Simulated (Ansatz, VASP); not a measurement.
## YSe2: VASP beside Ansatz

```
Y Se
1.0
     0.00000    3.42941    3.42941
     3.42941    0.00000    3.42941
     3.42941    3.42941    0.00000
Y Se
1 2
Direct
  0.00000 0.00000 0.00000
  0.25000 0.25000 0.25000
  0.75000 0.75000 0.75000
```

Alike in both runs: task single point; functional PBE; dispersion D3(BJ); k mesh 8 × 8 × 8; occupations gaussian, width 0.05 eV; no spin polarisation.

|  | VASP | Ansatz |
| --- | --- | --- |
| version | VASP 6.6.1 | Ansatz 0.2.0 |
| potentials or method | VASP PAW PBE potentials, release 64 (Y_sv, Se), cutoff 520 eV | scalar-relativistic, plane waves, PAW |
| valence electrons in the cell | 23 | 43 |

|  | VASP | Ansatz | Ansatz less VASP |
| --- | --- | --- | --- |
| gap on the k mesh at the Fermi level (eV) | none | none | - |
| pressure (GPa) | -2.2 | -2.2 | -0.02 |

A gap of «none» marks a metal or a gap that the smearing closes. VASP's potentials hold 23 valence electrons a cell and Ansatz's 43, so a difference there can come from the potentials and not from the codes.
